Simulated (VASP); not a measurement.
# Cd3SeS2 (P3m1) in VASP: notebook

Runs on Cd3SeS2. Level: PBE. Tasks: single point.

All numbers are computed with VASP 6.6.1; they aren't measurements. Logs are shortened: lines on timing, memory, paths and dates and some standing lists are left out, and cuts for length are marked.

## (1) The cell of the first run

It takes space group P3m1 (No. 156, trigonal). The conventional cell has a = 4.252 Å, b = 4.252 Å, c = 10.428 Å, α = 90.00°, β = 90.00°, γ = 120.00°. Within 3.4 Å of Cd (site symmetry 3m) lie 3 S at 2.59 Å and 1 Se at 2.68 Å. Cd (site symmetry 3m) has 4 S at 2.57 to 2.59 Å within 3.4 Å. Cd (site symmetry 3m) has 1 S at 2.56 Å and 3 Se at 2.65 Å within 3.4 Å. Within 3.5 Å of Se (site symmetry 3m) lie 4 Cd at 2.65 to 2.68 Å. Within 3.4 Å of S (site symmetry 3m) lie 4 Cd at 2.57 to 2.59 Å. Within 3.4 Å of S (site symmetry 3m) lie 4 Cd at 2.56 to 2.59 Å.

## (2) Single point, PBE

Input file INCAR:

```
PREC = Accurate ; ENCUT = 520
EDIFF = 1E-6 ; ISMEAR = 0
SIGMA = 0.02 ; LREAL = F
LASPH = T ; NELM = 60
ALGO = Normal ; ISIF = 2
LWAVE = F ; LCHARG = F
GGA = PE ; NBANDS = 36
```

Input file KPOINTS:

```
Automatic mesh
0
Gamma
  6 6 4
```

Input file POSCAR:

```
Cd3SeS2
1.0
    4.2522953264      0.0000000289      0.0000000000
   -2.1261476882      3.6825957627      0.0000000000
    0.0000000000      0.0000000000     10.4284919000
Cd Se S
3 1 2
Direct
    0.0000000000      0.0000000000      0.9909710000
    0.3333333333      0.6666666667      0.6665880000
    0.6666666667      0.3333333333      0.3429170000
    0.0000000000      0.0000000000      0.2478580000
    0.3333333333      0.6666666667      0.9130000000
    0.6666666667      0.3333333333      0.5886650000
```

Potentials or basis: VASP PAW PBE potentials, release 64 (Cd, Se, S).

Launch:

```
$ cat potpaw_PBE.64/Cd/POTCAR potpaw_PBE.64/Se/POTCAR potpaw_PBE.64/S/POTCAR > POTCAR
$ mpirun -np 1 vasp_std > vasp.out
```

OUTCAR:

```text
PREC = Accurate
   ENCUT = 520
   EDIFF = 1E-6
   ISMEAR = 0
   LREAL = F
   LASPH = T
   NELM = 60
   ISIF = 2
   GGA = PE

 ion  position               nearest neighbor table
   1  0.000  0.000  0.991-   5 2.59   5 2.59   5 2.59   4 2.68
   2  0.333  0.667  0.667-   5 2.57   6 2.59   6 2.59   6 2.59
   3  0.667  0.333  0.343-   6 2.56   4 2.65   4 2.65   4 2.65
   4  0.000  0.000  0.248-   3 2.65   3 2.65   3 2.65   1 2.68
   5  0.333  0.667  0.913-   2 2.57   1 2.59   1 2.59   1 2.59
   6  0.667  0.333  0.589-   3 2.56   2 2.59   2 2.59   2 2.59

  LATTYP: Found a hexagonal cell.
 ALAT       =     4.2522953264
 C/A-ratio  =     2.4524382950

  Lattice vectors:

 A1 = (   4.2522953264,   0.0000000289,   0.0000000000)
 A2 = (  -2.1261476882,   3.6825957627,   0.0000000000)
 A3 = (   0.0000000000,   0.0000000000,  10.4284919000)

Analysis of symmetry for initial positions (statically):
=====================================================================
 Subroutine PRICEL returns:
 Original cell was already a primitive cell.

 Routine SETGRP: Setting up the symmetry group for a
 hexagonal supercell.

 Subroutine GETGRP returns: Found  6 space group operations
 (whereof  6 operations were pure point group operations)
 out of a pool of 24 trial point group operations.

The static configuration has the point symmetry C_3v.

Analysis of symmetry for dynamics (positions and initial velocities):
=====================================================================
 Subroutine PRICEL returns:
 Original cell was already a primitive cell.

 Routine SETGRP: Setting up the symmetry group for a
 hexagonal supercell.

 Subroutine GETGRP returns: Found  6 space group operations
 (whereof  6 operations were pure point group operations)
 out of a pool of 24 trial point group operations.

The dynamic configuration has the point symmetry C_3v.

 Subroutine INISYM returns: Found  6 space group operations
 (whereof  6 operations are pure point group operations),
 and found     1 'primitive' translations

----------------------------------------------------------------------------------------

                                     Primitive cell

  volume of cell :     163.3048
[... 93 lines left out ...]
   LASPH  =      T    aspherical Exc in radial PAW
   ENCUT  =  520.0 eV  38.22 Ry    6.18 a.u.   7.91  7.91 19.39*2*pi/ulx,y,z
   NELM   =     60;   NELMIN=  2; NELMDL= -5     # of ELM steps
   EDIFF  = 0.1E-05   stopping-criterion for ELM
   LREAL  =      F    real-space projection
   EDIFFG = 0.1E-04   stopping-criterion for IOM
   NSW    =      0    number of steps for IOM
   IBRION =     -1    ionic relax: 0-MD 1-quasi-New 2-CG
   NFREE  =      0    steps in history (QN), initial steepest desc. (CG)
   ISIF   =      2    stress and relaxation
   ISYM   =      2    0-nonsym 1-usesym 2-fastsym
   POTIM  = 0.5000    time-step for ionic-motion
   TEBEG  =    0.0;   TEEND  =   0.0 temperature during run
   PSTRESS=    0.0 pullay stress
   NELECT =      54.0000    total number of electrons
   NUPDOWN=      -1.0000    fix difference up-down
   EMIN   =  10.00;   EMAX   =-10.00  energy-range for DOS
   EFERMI =   0.00;   METHOD = LEGACY
   ISMEAR =     0;   SIGMA  =   0.02  broadening in eV -4-tet -1-fermi 0-gaus
   EFERMI_NEDOS =   21; number of points for ismear=-14 and -15
   IALGO  =     38    algorithm
   IMIX   =      4    mixing-type and parameters
     AMIX     =   0.40;   BMIX     =  1.00
     AMIX_MAG =   1.60;   BMIX_MAG =  1.00
  volume/ion in A,a.u.               =      27.22       183.67
  Fermi-wavevector in a.u.,A,eV,Ry     =   1.132070  2.139301 17.436973  1.281581
  Thomas-Fermi vector in A             =   2.268770
   LORBIT       =      0    0 simple, 1 ext, 2 COOP (PROOUT), +10 PAW based schemes
   GGA     = PE    functional components
   LHFCALC =     F    Hartree Fock is set to
   AEXX    =    0.0000 exact exchange contribution
   IVDW    =     0    specifies the selected vdW correction
   LEPSILON=     F    determine dielectric tensor
   LRPA    =     F    only Hartree local field effects (RPA)
 non-spin polarized calculation
 Gauss-broadening in eV      SIGMA  =   0.02
  energy-cutoff  :      520.00
  volume of cell :      163.30
 maximum number of plane-waves:      4452
   NGX = 15   NGY = 15   NGZ = 39

 number of electron      54.0000003 magnetization

 Free energy of the ion-electron system (eV)
  ---------------------------------------------------
  ext. energy  EPLUGINS =         0.00000000
  ---------------------------------------------------
  free energy    TOTEN  =       -17.74828282 eV

  energy without entropy =      -17.74828282  energy(sigma->0) =      -17.74828282

 E-fermi :   1.0536     XC(G=0):  -8.8307

 val. band max:        0.9497168565   @ k =   0.0000   0.0000   0.0000
 cond. band min:       1.6135039758   @ k =   0.0000   0.0000   0.0000
 fundamental gap:      0.6637871193
 Fermi energy:         1.0536477079

 k-point     1 :       0.0000    0.0000    0.0000
  band No.  band energies     occupation
      1     -11.3785      2.00000
      2     -11.1207      2.00000
      3     -11.0874      2.00000
      4      -6.8827      2.00000
      5      -6.8827      2.00000
      6      -6.8663      2.00000
[... 925 lines left out ...]
     35       7.5161      0.00000
     36       7.8429      0.00000

------------------------ aborting loop because EDIFF is reached ----------------------------------------

  FORCE on cell =-STRESS in cart. coord.  units (eV):
  Direction    XX          YY          ZZ          XY          YZ          ZX
  --------------------------------------------------------------------------------------
  -------------------------------------------------------------------------------------
  Total        0.2860682      0.2860682      0.2864195      0.0000000      0.0000000     -0.0000000
  in kB        2.8066040      2.8066040      2.8100513      0.0000000      0.0000000     -0.0000000
  external PRESSURE =       2.8077531 kB  Pullay stress =       0.0000000 kB

 VOLUME and BASIS-vectors are now :
 -----------------------------------------------------------------------------
  energy-cutoff  :      520.00
  volume of cell :      163.30
      direct lattice vectors                 reciprocal lattice vectors
     4.252295326  0.000000029  0.000000000     0.235167108  0.135773795  0.000000000
    -2.126147688  3.682595763  0.000000000    -0.000000002  0.271547588  0.000000000
     0.000000000  0.000000000 10.428491900     0.000000000  0.000000000  0.095891142

 POSITION                                       TOTAL-FORCE (eV/Angst)
 -----------------------------------------------------------------------------------
      0.00000      0.00000     10.33433         0.000000     -0.000000      0.000096
     -0.00000      2.45506      6.95151        -0.000000     -0.000000     -0.001152
      2.12615      1.22753      3.57611         0.000000      0.000000      0.002330
      0.00000      0.00000      2.58479        -0.000000      0.000000     -0.006595
     -0.00000      2.45506      9.52121        -0.000000      0.000000      0.004136
      2.12615      1.22753      6.13889        -0.000000      0.000000      0.001184
 -----------------------------------------------------------------------------------
    total drift:                               -0.000001      0.000001      0.000948

  FREE ENERGIE OF THE ION-ELECTRON SYSTEM (eV)
  ---------------------------------------------------
  free  energy   TOTEN  =       -17.7482828193 eV

  energy  without entropy=      -17.7482828193  energy(sigma->0) =      -17.74828282
```

OSZICAR:

```text
N       E                     dE             d eps       ncg     rms          rms(c)
DAV:   1     0.383492841139E+03    0.38349E+03   -0.26277E+04  1728   0.137E+03
DAV:   2     0.536813206898E+01   -0.37812E+03   -0.36562E+03  1892   0.340E+02
DAV:   3    -0.189414646525E+02   -0.24310E+02   -0.24162E+02  2000   0.835E+01
DAV:   4    -0.192470682055E+02   -0.30560E+00   -0.30526E+00  2060   0.899E+00
DAV:   5    -0.192512703176E+02   -0.42021E-02   -0.42016E-02  2020   0.105E+00    0.117E+01
DAV:   6    -0.177820071387E+02    0.14693E+01   -0.29199E+00  2176   0.138E+01    0.929E+00
DAV:   7    -0.177573014292E+02    0.24706E-01   -0.11099E+00  1892   0.466E+00    0.397E+00
DAV:   8    -0.177487760460E+02    0.85254E-02   -0.14123E-01  2004   0.304E+00    0.632E-01
DAV:   9    -0.177477677238E+02    0.10083E-02   -0.24034E-02  1948   0.147E+00    0.169E-01
DAV:  10    -0.177479418505E+02   -0.17413E-03   -0.16612E-03  1968   0.353E-01    0.116E-01
DAV:  11    -0.177482139044E+02   -0.27205E-03   -0.38941E-04  1892   0.974E-02    0.510E-02
DAV:  12    -0.177482713148E+02   -0.57410E-04   -0.88415E-05  1952   0.573E-02    0.133E-02
DAV:  13    -0.177482814081E+02   -0.10093E-04   -0.16072E-05  1968   0.311E-02    0.698E-03
DAV:  14    -0.177482826249E+02   -0.12168E-05   -0.47515E-06  1668   0.166E-02    0.391E-03
DAV:  15    -0.177482828193E+02   -0.19440E-06   -0.52997E-07  1432   0.431E-03
   1 F= -.17748283E+02 E0= -.17748283E+02  d E =-.293361E-15
```

stdout:

```text
POSCAR found type information on POSCAR CdSeS
 POSCAR found :  3 types and       6 ions
 scaLAPACK will be used
 LDA part: xc-table for (Slater+PW92), standard interpolation
 POSCAR, INCAR and KPOINTS ok, starting setup
 FFT: planning ... GRIDC
 FFT: planning ... GRID_SOFT
 FFT: planning ... GRID
 WAVECAR not read
 entering main loop
```

Wall time 68 s (1 thread of Intel Xeon 6975P-C (Granite Rapids), shared host); peak memory 0.34 GiB.

What came out:

```yaml
Free_energy: -17.7483 eV
Pressure: 0.3 GPa
Largest_force: 0.007 eV/Å
Band_gap_on_the_k_mesh: 0.66 eV, direct
```

Forces on the atoms (eV/Å):
```
Cd   0.000  0.000  0.000
Cd   0.000  0.000 -0.001
Cd   0.000  0.000  0.002
Se   0.000  0.000 -0.007
S    0.000  0.000  0.004
S    0.000  0.000  0.001
```

## (3) Single point, PBE

Input file INCAR:

```
SYSTEM = Cd3SeS2
ALGO = Normal
EDIFF = 1E-6
ENCUT = 520
GGA = PE
ISIF = 2
ISMEAR = 0
LASPH = .TRUE.
LCHARG = .TRUE.
LELF = .TRUE.
LREAL = .FALSE.
LVHAR = .TRUE.
LWAVE = .FALSE.
NBANDS = 36
NELM = 60
PREC = Accurate
SIGMA = 0.02
```

Input file KPOINTS:

```
k-points
0
G
  6 6 4
  0 0 0
```

POSCAR is that of step 2.

Potentials or basis: VASP PAW PBE potentials, release 64 (Cd, Se, S).

Launch:

```
$ cat potpaw_PBE.64/Cd/POTCAR potpaw_PBE.64/Se/POTCAR potpaw_PBE.64/S/POTCAR > POTCAR
$ mpirun -np 1 vasp_std > vasp.out
```

OUTCAR:

```text
SYSTEM = Cd3SeS2
   EDIFF = 1E-6
   ENCUT = 520
   GGA = PE
   ISIF = 2
   ISMEAR = 0
   LASPH = .TRUE.
   LREAL = .FALSE.
   NELM = 60
   PREC = Accurate

 ion  position               nearest neighbor table
   1  0.000  0.000  0.991-   5 2.59   5 2.59   5 2.59   4 2.68
   2  0.333  0.667  0.667-   5 2.57   6 2.59   6 2.59   6 2.59
   3  0.667  0.333  0.343-   6 2.56   4 2.65   4 2.65   4 2.65
   4  0.000  0.000  0.248-   3 2.65   3 2.65   3 2.65   1 2.68
   5  0.333  0.667  0.913-   2 2.57   1 2.59   1 2.59   1 2.59
   6  0.667  0.333  0.589-   3 2.56   2 2.59   2 2.59   2 2.59

  LATTYP: Found a hexagonal cell.
 ALAT       =     4.2522953264
 C/A-ratio  =     2.4524382950

  Lattice vectors:

 A1 = (   4.2522953264,   0.0000000289,   0.0000000000)
 A2 = (  -2.1261476882,   3.6825957627,   0.0000000000)
 A3 = (   0.0000000000,   0.0000000000,  10.4284919000)

Analysis of symmetry for initial positions (statically):
=====================================================================
 Subroutine PRICEL returns:
 Original cell was already a primitive cell.
[... 180 lines left out ...]
 cond. band min:       1.6135039758   @ k =   0.0000   0.0000   0.0000
 fundamental gap:      0.6637871193
 Fermi energy:         1.0536477079

 k-point     1 :       0.0000    0.0000    0.0000
  band No.  band energies     occupation
      1     -11.3785      2.00000
      2     -11.1207      2.00000
      3     -11.0874      2.00000
      4      -6.8827      2.00000
      5      -6.8827      2.00000
      6      -6.8663      2.00000
[... 925 lines left out ...]
     35       7.5161      0.00000
     36       7.8429      0.00000

------------------------ aborting loop because EDIFF is reached ----------------------------------------

  FORCE on cell =-STRESS in cart. coord.  units (eV):
  Direction    XX          YY          ZZ          XY          YZ          ZX
  --------------------------------------------------------------------------------------
  -------------------------------------------------------------------------------------
  Total        0.2860682      0.2860682      0.2864195      0.0000000      0.0000000     -0.0000000
  in kB        2.8066040      2.8066040      2.8100513      0.0000000      0.0000000     -0.0000000
  external PRESSURE =       2.8077531 kB  Pullay stress =       0.0000000 kB

 VOLUME and BASIS-vectors are now :
 -----------------------------------------------------------------------------
  energy-cutoff  :      520.00
  volume of cell :      163.30
      direct lattice vectors                 reciprocal lattice vectors
     4.252295326  0.000000029  0.000000000     0.235167108  0.135773795  0.000000000
    -2.126147688  3.682595763  0.000000000    -0.000000002  0.271547588  0.000000000
     0.000000000  0.000000000 10.428491900     0.000000000  0.000000000  0.095891142

 POSITION                                       TOTAL-FORCE (eV/Angst)
 -----------------------------------------------------------------------------------
      0.00000      0.00000     10.33433         0.000000     -0.000000      0.000096
     -0.00000      2.45506      6.95151        -0.000000     -0.000000     -0.001152
      2.12615      1.22753      3.57611         0.000000      0.000000      0.002330
      0.00000      0.00000      2.58479        -0.000000      0.000000     -0.006595
     -0.00000      2.45506      9.52121        -0.000000      0.000000      0.004136
      2.12615      1.22753      6.13889        -0.000000      0.000000      0.001184
 -----------------------------------------------------------------------------------
    total drift:                               -0.000001      0.000001      0.000948

  FREE ENERGIE OF THE ION-ELECTRON SYSTEM (eV)
  ---------------------------------------------------
  free  energy   TOTEN  =       -17.7482828193 eV

  energy  without entropy=      -17.7482828193  energy(sigma->0) =      -17.74828282
```

It took 70 s on 1 thread of Intel Xeon 6975P-C (Granite Rapids), shared host; peak memory 0.34 GiB.

What came out:

* Free energy: -17.7483 eV
* Pressure: 0.3 GPa
* Largest force: 0.007 eV/Å
* Band gap on the k mesh: 0.66 eV, direct

Forces on the atoms (eV/Å):
```
Cd   0.000  0.000  0.000
Cd   0.000  0.000 -0.001
Cd   0.000  0.000  0.002
Se   0.000  0.000 -0.007
S    0.000  0.000  0.004
S    0.000  0.000  0.001
```

PBE gaps usually lie below the measured ones, often by a third to a half.
